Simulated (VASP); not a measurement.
# NbN (Fm-3m) in VASP: notebook, part 2 of 3

VASP 6.6.1.

## 3. Electric field gradients, PBEsol (volume scaled by 0.99)

INCAR

```
SYSTEM = NbN
  ALGO = Normal
  EDIFF = 1E-8
  ENCUT = 520
  GGA = PS
  GGA_COMPAT = .FALSE.
  ISIF = 2
  ISMEAR = -1
  LASPH = .TRUE.
  LCHARG = .FALSE.
  LEFG = .TRUE.
  LREAL = .FALSE.
  LWAVE = .FALSE.
  NBANDS = 16
  NELM = 120
  PREC = Accurate
  SIGMA = 0.08
```

KPOINTS

```
k-points
0
G
  14 14 14
  0 0 0
```

POSCAR

```
NbN
1.0
    0.0000000000      2.1871604803      2.1871604803
    2.1871604803      0.0000000000      2.1871604803
    2.1871604803      2.1871604803      0.0000000000
Nb N
1 1
Direct
    0.5000000000      0.5000000000      0.5000000000
    0.0000000000      0.0000000000      0.0000000000
```

Potentials or basis: VASP PAW PBE potentials, release 64 (Nb_sv, N).

Command:

```
$ cat potpaw_PBE.64/Nb_sv/POTCAR potpaw_PBE.64/N/POTCAR > POTCAR
$ mpirun -np 1 vasp_std > vasp.out
```

OUTCAR:

```text
SYSTEM = NbN
   EDIFF = 1E-8
   ENCUT = 520
   GGA = PS
   ISIF = 2
   ISMEAR = -1
   LASPH = .TRUE.
   LREAL = .FALSE.
   NELM = 120
   PREC = Accurate

 ion  position               nearest neighbor table
   1  0.500  0.500  0.500-   2 2.19   2 2.19   2 2.19   2 2.19   2 2.19   2 2.19
   2  0.000  0.000  0.000-   1 2.19   1 2.19   1 2.19   1 2.19   1 2.19   1 2.19

  LATTYP: Found a face centered cubic cell.
 ALAT       =     4.3743209606

  Lattice vectors:

 A1 = (   0.0000000000,   2.1871604803,   2.1871604803)
 A2 = (   2.1871604803,   0.0000000000,   2.1871604803)
 A3 = (   2.1871604803,   2.1871604803,   0.0000000000)

Analysis of symmetry for initial positions (statically):
=====================================================================
 Subroutine PRICEL returns:
 Original cell was already a primitive cell.

 Routine SETGRP: Setting up the symmetry group for a
 face centered cubic supercell.

 Subroutine GETGRP returns: Found 48 space group operations
 (whereof 48 operations were pure point group operations)
 out of a pool of 48 trial point group operations.

The static configuration has the point symmetry O_h .

Analysis of symmetry for dynamics (positions and initial velocities):
=====================================================================
 Subroutine PRICEL returns:
 Original cell was already a primitive cell.

 Routine SETGRP: Setting up the symmetry group for a
 face centered cubic supercell.

 Subroutine GETGRP returns: Found 48 space group operations
 (whereof 48 operations were pure point group operations)
 out of a pool of 48 trial point group operations.

The dynamic configuration has the point symmetry O_h .

 Subroutine INISYM returns: Found 48 space group operations
 (whereof 48 operations are pure point group operations),
 and found     1 'primitive' translations

----------------------------------------------------------------------------------------

                                     Primitive cell

  volume of cell :      20.9253

  direct lattice vectors                    reciprocal lattice vectors
     0.000000000  2.187160480  2.187160480    -0.228606910  0.228606910  0.228606910
     2.187160480  0.000000000  2.187160480     0.228606910 -0.228606910  0.228606910
     2.187160480  2.187160480  0.000000000     0.228606910  0.228606910 -0.228606910

  length of vectors
     3.093112014  3.093112014  3.093112014     0.395958784  0.395958784  0.395958784

  position of ions in fractional coordinates (direct lattice)
     0.500000000  0.500000000  0.500000000
     0.000000000  0.000000000  0.000000000

  ion indices of the primitive-cell ions
   primitive index   ion index
                 1           1
                 2           2

----------------------------------------------------------------------------------------

 KPOINTS: k-points

Automatic generation of k-mesh.
[... 71 lines left out ...]
   NFREE  =      0    steps in history (QN), initial steepest desc. (CG)
   ISIF   =      2    stress and relaxation
   ISYM   =      2    0-nonsym 1-usesym 2-fastsym
   POTIM  = 0.5000    time-step for ionic-motion
   TEBEG  =    0.0;   TEEND  =   0.0 temperature during run
   PSTRESS=    0.0 pullay stress
   NELECT =      18.0000    total number of electrons
   NUPDOWN=      -1.0000    fix difference up-down
   EMIN   =  10.00;   EMAX   =-10.00  energy-range for DOS
   EFERMI =   0.00;   METHOD = LEGACY
   ISMEAR =    -1;   SIGMA  =   0.08  broadening in eV -4-tet -1-fermi 0-gaus
   EFERMI_NEDOS =   21; number of points for ismear=-14 and -15
   IALGO  =     38    algorithm
   IMIX   =      4    mixing-type and parameters
     AMIX     =   0.40;   BMIX     =  1.00
     AMIX_MAG =   1.60;   BMIX_MAG =  1.00
  volume/ion in A,a.u.               =      10.46        70.61
  Fermi-wavevector in a.u.,A,eV,Ry     =   1.556951  2.942211 32.981845  2.424097
  Thomas-Fermi vector in A             =   2.660672
   LORBIT       =      0    0 simple, 1 ext, 2 COOP (PROOUT), +10 PAW based schemes
   GGA     = PS    functional components
   LHFCALC =     F    Hartree Fock is set to
   AEXX    =    0.0000 exact exchange contribution
   IVDW    =     0    specifies the selected vdW correction
   LEPSILON=     F    determine dielectric tensor
   LRPA    =     F    only Hartree local field effects (RPA)
 non-spin polarized calculation
  energy-cutoff  :      520.00
  volume of cell :       20.93
 maximum number of plane-waves:       588
   NGX = 11   NGY = 11   NGZ = 11

 number of electron      18.0000001 magnetization

 Free energy of the ion-electron system (eV)
  ---------------------------------------------------
  ext. energy  EPLUGINS =         0.00000000
  ---------------------------------------------------
  free energy    TOTEN  =       -21.90965426 eV

  energy without entropy =      -21.88892471  energy(sigma->0) =      -21.89928948

 E-fermi :  14.0604     XC(G=0): -13.6219

 val. band max:       14.0356622104   @ k =  -0.2857   0.3571   0.1429
 cond. band min:      14.0889256478   @ k =   0.2143   0.1429   0.0000
 fundamental gap:      0.0532634374
 Fermi energy:        14.0604112089

 k-point     1 :       0.0000    0.0000    0.0000
  band No.  band energies     occupation
      1     -42.2029      2.00000
      2     -17.8677      2.00000
      3     -17.8677      2.00000
      4     -17.8677      2.00000
      5      -3.5815      2.00000
      6      10.7130      2.00000
[... 433 lines left out ...]
      3     -17.9971      2.00000
      4     -17.9787      2.00000
      5      -2.3820      2.00000
      6       6.7315      2.00000
[... 8 lines left out ...]
     15      26.8420      0.00000
     16      30.3559      0.00000

 [... further k-points ...]

------------------------ aborting loop because EDIFF is reached ----------------------------------------

  FORCE on cell =-STRESS in cart. coord.  units (eV):
  Direction    XX          YY          ZZ          XY          YZ          ZX
  --------------------------------------------------------------------------------------
  -------------------------------------------------------------------------------------
  Total        0.1246124      0.1246124      0.1246124      0.0000000      0.0000000      0.0000000
  in kB        9.5411301      9.5411301      9.5411301      0.0000000      0.0000000      0.0000000
  external PRESSURE =       9.5411301 kB  Pullay stress =       0.0000000 kB

 VOLUME and BASIS-vectors are now :
 -----------------------------------------------------------------------------
  energy-cutoff  :      520.00
  volume of cell :       20.93
      direct lattice vectors                 reciprocal lattice vectors
     0.000000000  2.187160480  2.187160480    -0.228606910  0.228606910  0.228606910
     2.187160480  0.000000000  2.187160480     0.228606910 -0.228606910  0.228606910
     2.187160480  2.187160480  0.000000000     0.228606910  0.228606910 -0.228606910

 POSITION                                       TOTAL-FORCE (eV/Angst)
 -----------------------------------------------------------------------------------
      2.18716      2.18716      2.18716        -0.000000     -0.000000      0.000000
      0.00000      0.00000      0.00000         0.000000      0.000000     -0.000000
 -----------------------------------------------------------------------------------
    total drift:                                0.000000     -0.000000      0.000000

  FREE ENERGIE OF THE ION-ELECTRON SYSTEM (eV)
  ---------------------------------------------------
  free  energy   TOTEN  =       -21.9096542570 eV

  energy  without entropy=      -21.8889247077  energy(sigma->0) =      -21.89928948

 Electric field gradients (V/A^2)
---------------------------------------------------------------------
 ion       V_xx      V_yy      V_zz      V_xy      V_xz      V_yz
---------------------------------------------------------------------
   1      -0.000     0.000    -0.000     0.000     0.000     0.000
   2      -0.000    -0.000     0.000     0.000     0.000     0.000
---------------------------------------------------------------------

 Electric field gradients after diagonalization (V/A^2)
 (convention: |V_zz| > |V_xx| > |V_yy|)
----------------------------------------------------------------------
 ion       V_xx      V_yy      V_zz     asymmetry (V_yy - V_xx)/ V_zz
----------------------------------------------------------------------
   1      -0.000    -0.000     0.001       0.000
   2      -0.000    -0.000     0.000       0.000
----------------------------------------------------------------------

           NMR quadrupolar parameters

 Cq : quadrupolar parameter    Cq=e*Q*V_zz/h
 eta: asymmetry parameters     (V_yy - V_xx)/ V_zz
 Q  : nuclear electric quadrupole moment in mb (millibarn)
----------------------------------------------------------------------
 ion       Cq(MHz)       eta       Q (mb)
----------------------------------------------------------------------
   1       0.000       0.000       1.000
   2       0.000       0.000       1.000
----------------------------------------------------------------------
```

OSZICAR:

```text
N       E                     dE             d eps       ncg     rms          rms(c)
DAV:   1     0.150762610499E+03    0.15076E+03   -0.10264E+04  3336   0.120E+03
DAV:   2    -0.164478960916E+02   -0.16721E+03   -0.16035E+03  4064   0.408E+02
DAV:   3    -0.250659803827E+02   -0.86181E+01   -0.85298E+01  6144   0.762E+01
DAV:   4    -0.251610886592E+02   -0.95108E-01   -0.94989E-01  3824   0.699E+00
DAV:   5    -0.251636522674E+02   -0.25636E-02   -0.25635E-02  4672   0.109E+00    0.128E+01
DAV:   6    -0.220734243887E+02    0.30902E+01   -0.83441E+00  5024   0.304E+01    0.471E+00
DAV:   7    -0.219343215733E+02    0.13910E+00   -0.57867E-01  4136   0.762E+00    0.280E+00
DAV:   8    -0.219134000572E+02    0.20922E-01   -0.15364E-01  5008   0.382E+00    0.843E-01
DAV:   9    -0.219097307003E+02    0.36694E-02   -0.20261E-02  4248   0.159E+00    0.383E-01
DAV:  10    -0.219096904640E+02    0.40236E-04   -0.17195E-03  3680   0.503E-01    0.724E-02
DAV:  11    -0.219096524502E+02    0.38014E-04   -0.12329E-04  4456   0.980E-02    0.317E-02
DAV:  12    -0.219096537925E+02   -0.13423E-05   -0.72895E-06  4656   0.273E-02    0.801E-03
DAV:  13    -0.219096539391E+02   -0.14657E-06   -0.65205E-07  4552   0.106E-02    0.315E-03
DAV:  14    -0.219096542492E+02   -0.31010E-06   -0.12761E-07  4000   0.417E-03    0.550E-04
DAV:  15    -0.219096542570E+02   -0.77844E-08   -0.76715E-09  3120   0.145E-03
   1 F= -.21909654E+02 E0= -.21899289E+02  d E =-.207295E-01
```

stdout:

```text
POSCAR found type information on POSCAR NbN
 POSCAR found :  2 types and       2 ions
 scaLAPACK will be used
 -----------------------------------------------------------------------------
|                                                                             |
|                                                                             |
|     You enforced a specific xc type in the INCAR file but a different       |
|     I HOPE YOU KNOW WHAT YOU ARE DOING!                                     |
|                                                                             |
 -----------------------------------------------------------------------------

 LDA part: xc-table for (Slater+PW92), standard interpolation
 POSCAR, INCAR and KPOINTS ok, starting setup
 FFT: planning ... GRIDC
 FFT: planning ... GRID_SOFT
 FFT: planning ... GRID
 WAVECAR not read
 entering main loop
ion   1

ion   2
```

Wall time 31 s (1 thread of Intel Xeon Platinum 8375C at 2.90GHz (Ice Lake), shared host); peak memory 0.16 GiB.

Results:

| Quantity | Value |
| --- | --- |
| Free energy | -21.9097 eV |
| Pressure | 1.0 GPa |
| Band gap on the k mesh | zero (band 9 reaches 15.62 eV, above the bottom of band 10 at 12.01 eV) |

Caveat: without QUAD_EFG the Cq values of the log hold for a quadrupole moment of 1 mb, not for the nuclei; the PAW data sets were made with another functional, which shifts forces and pressure a little.

## 4. Electric field gradients, PBEsol (volume scaled by 0.99)

INCAR

```
ALGO     = Normal         # electronic algorithm
EDIFF    = 1E-8           # SCF threshold, eV
ENCUT    = 520            # plane-wave cutoff, eV
GGA      = PS             # functional
GGA_COMPAT= False        
ISIF     = 2              # what is computed and relaxed
ISMEAR   = -1             # smearing method
LASPH    = True           # aspherical terms in the spheres
LCHARG   = False          # write CHGCAR
LEFG     = True         
LREAL    = False          # projectors in reciprocal space
LWAVE    = False          # write WAVECAR
NBANDS   = 16             # bands
NELM     = 120            # most SCF steps
PREC     = Accurate       # precision mode
SIGMA    = 0.08           # smearing width, eV
```

KPOINTS

```
k-points
0
Gamma
  14 14 14
```

POSCAR is that of step 3.

Potentials or basis: VASP PAW PBE potentials, release 64 (Nb_sv, N).

Command:

```
$ cat potpaw_PBE.64/Nb_sv/POTCAR potpaw_PBE.64/N/POTCAR > POTCAR
$ mpirun -np 1 vasp_std > vasp.out
```

OUTCAR:

```text
EDIFF = 1E-8
   ENCUT = 520
   GGA = PS
   ISIF = 2
   ISMEAR = -1
   LASPH = True
   LREAL = False
   NELM = 120
   PREC = Accurate

 ion  position               nearest neighbor table
   1  0.500  0.500  0.500-   2 2.19   2 2.19   2 2.19   2 2.19   2 2.19   2 2.19
   2  0.000  0.000  0.000-   1 2.19   1 2.19   1 2.19   1 2.19   1 2.19   1 2.19

  LATTYP: Found a face centered cubic cell.
 ALAT       =     4.3743209606

  Lattice vectors:

 A1 = (   0.0000000000,   2.1871604803,   2.1871604803)
 A2 = (   2.1871604803,   0.0000000000,   2.1871604803)
 A3 = (   2.1871604803,   2.1871604803,   0.0000000000)

Analysis of symmetry for initial positions (statically):
[... 665 lines left out ...]
  free  energy   TOTEN  =       -21.9096542570 eV

  energy  without entropy=      -21.8889247077  energy(sigma->0) =      -21.89928948

 Electric field gradients (V/A^2)
---------------------------------------------------------------------
 ion       V_xx      V_yy      V_zz      V_xy      V_xz      V_yz
---------------------------------------------------------------------
   1      -0.000     0.000    -0.000     0.000     0.000     0.000
   2      -0.000    -0.000     0.000     0.000     0.000     0.000
---------------------------------------------------------------------

 Electric field gradients after diagonalization (V/A^2)
 (convention: |V_zz| > |V_xx| > |V_yy|)
----------------------------------------------------------------------
 ion       V_xx      V_yy      V_zz     asymmetry (V_yy - V_xx)/ V_zz
----------------------------------------------------------------------
   1      -0.000    -0.000     0.001       0.000
   2      -0.000    -0.000     0.000       0.000
----------------------------------------------------------------------

           NMR quadrupolar parameters

 Cq : quadrupolar parameter    Cq=e*Q*V_zz/h
 eta: asymmetry parameters     (V_yy - V_xx)/ V_zz
 Q  : nuclear electric quadrupole moment in mb (millibarn)
----------------------------------------------------------------------
 ion       Cq(MHz)       eta       Q (mb)
----------------------------------------------------------------------
   1       0.000       0.000       1.000
   2       0.000       0.000       1.000
----------------------------------------------------------------------
```

OSZICAR:

```text
N       E                     dE             d eps       ncg     rms          rms(c)
DAV:   1     0.150762610499E+03    0.15076E+03   -0.10264E+04  3336   0.120E+03
DAV:   2    -0.164478960916E+02   -0.16721E+03   -0.16035E+03  4064   0.408E+02
DAV:   3    -0.250659803827E+02   -0.86181E+01   -0.85298E+01  6144   0.762E+01
DAV:   4    -0.251610886592E+02   -0.95108E-01   -0.94989E-01  3824   0.699E+00
DAV:   5    -0.251636522674E+02   -0.25636E-02   -0.25635E-02  4672   0.109E+00    0.128E+01
DAV:   6    -0.220734243887E+02    0.30902E+01   -0.83441E+00  5024   0.304E+01    0.471E+00
DAV:   7    -0.219343215733E+02    0.13910E+00   -0.57867E-01  4136   0.762E+00    0.280E+00
DAV:   8    -0.219134000572E+02    0.20922E-01   -0.15364E-01  5008   0.382E+00    0.843E-01
DAV:   9    -0.219097307003E+02    0.36694E-02   -0.20261E-02  4248   0.159E+00    0.383E-01
DAV:  10    -0.219096904640E+02    0.40236E-04   -0.17195E-03  3680   0.503E-01    0.724E-02
DAV:  11    -0.219096524502E+02    0.38014E-04   -0.12329E-04  4456   0.980E-02    0.317E-02
DAV:  12    -0.219096537925E+02   -0.13423E-05   -0.72895E-06  4656   0.273E-02    0.801E-03
DAV:  13    -0.219096539391E+02   -0.14657E-06   -0.65205E-07  4552   0.106E-02    0.315E-03
DAV:  14    -0.219096542492E+02   -0.31010E-06   -0.12761E-07  4000   0.417E-03    0.550E-04
DAV:  15    -0.219096542570E+02   -0.77844E-08   -0.76715E-09  3120   0.145E-03
   1 F= -.21909654E+02 E0= -.21899289E+02  d E =-.207295E-01
```

It took 32 s on 1 thread of Intel Xeon Platinum 8375C at 2.90GHz (Ice Lake), shared host; peak memory 0.16 GiB.

What came out:

| Quantity | Value |
| --- | --- |
| Free energy | -21.9097 eV |
| Pressure | 1.0 GPa |
| Band gap on the k mesh | zero (band 9 reaches 15.62 eV, above the bottom of band 10 at 12.01 eV) |

Levels at points of the mesh, in eV from the Fermi level:
```csv
k point,band 6,band 7,band 8,band 9,band 10,band 11,band 12,band 13
"(0.00, 0.00, 0.00)",-3.35,-3.35,-3.35,-2.05,-2.05,-2.05,-0.15,-0.15
"(0.50, 0.00, 0.00)",-9.26,-7.16,-7.16,1.56,1.56,2.07,4.51,6.98
"(0.50, 0.50, 0.00)",-5.75,-5.16,-4.01,-4.01,1.64,2.92,2.92,4.24
```

Caveat: without QUAD_EFG the Cq values of the log hold for a quadrupole moment of 1 mb, not for the nuclei; the PAW data sets were made with another functional, which shifts forces and pressure a little.

[end of part 2 of 3]
